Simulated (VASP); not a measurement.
# ZnS: relaxation of shape and atoms at fixed volume with PBEsol

The system is ZnS.

```
Zn S
1.0
     3.73051    0.00000    0.00000
    -1.86526    3.23072    0.00000
     0.00000    0.00000    6.12573
Zn S
2 2
Cartesian
  0.0000 2.1538 0.0334
  1.8653 1.0769 3.0963
  0.0000 2.1538 2.3250
  1.8653 1.0769 5.3878
```

This cell differs from its parent crystal: volume scaled by 0.960.

```
Program                : VASP 6.6.1
Task                   : relaxation of shape and atoms at fixed volume
Functional             : PBEsol
Potentials or basis    : VASP PAW PBE potentials, release 64 (Zn, S)
Cutoff                 : 600 eV
k mesh                 : 10 × 10 × 6
Occupations            : gaussian, width 0.05 eV
Spin                   : no spin polarisation
Dipole correction      : no
Further INCAR settings : ALGO = Normal; EDIFF = 1e-06; IBRION = 2; EDIFFG = -0.01; NSW = 60; ISIF = 4
```

| Quantity | Value |
| --- | --- |
| Energy gained by relaxing | 0.0 meV/atom |
| Ionic steps | 2 |
| Pressure after relaxing | 3.7 GPa |
| Largest force after relaxing | 0.006 eV/Å |
| Band gap on the k mesh | 2.35 eV, direct |

Forces on the atoms (eV/Å):
```
Zn   0.000  0.000  0.006
Zn   0.000  0.000  0.006
S    0.000  0.000 -0.006
S    0.000  0.000 -0.006
```

Stress tensor (GPa, compression positive):
```
3.72 0.00 0.00
0.00 3.72 0.00
0.00 0.00 3.79
```

Final structure:
```yaml
crystal:
  lattice:
    - [3.73022, 0.00000, 0.00000]
    - [-1.86511, 3.23047, 0.00000]
    - [0.00000, 0.00000, 6.12668]
  atoms:
    - { symbol: Zn, position: [0.33333, 0.66667, 0.00554] }
    - { symbol: Zn, position: [0.66667, 0.33333, 0.50554] }
    - { symbol: S, position: [0.33333, 0.66667, 0.37946] }
    - { symbol: S, position: [0.66667, 0.33333, 0.87946] }
```

Levels at points of the mesh, in eV from the valence-band top:
```csv
k point,band 14,band 15,band 16,band 17,band 18,band 19,band 20,band 21,band 22
"(0.00, 0.00, 0.00)",-1.00,-1.00,-0.10,0.00,0.00,2.35,3.10,6.17,6.17
"(0.50, 0.00, 0.00)",-4.43,-3.64,-2.50,-1.93,-0.99,3.47,4.30,4.92,6.77
"(0.00, 0.00, 0.50)",-3.07,-0.53,-0.53,-0.53,-0.53,3.62,3.62,6.65,6.65
"(0.50, 0.00, 0.50)",-5.23,-1.82,-1.82,-1.81,-1.81,3.41,3.41,5.06,5.06
```

It took 83 s on 1 thread of AMD EPYC 7R13 Processor (Zen 3), with other jobs on the host, peak memory 0.23 GiB.

Caveat: the PAW data sets were made with another functional, which shifts forces and pressure a little.
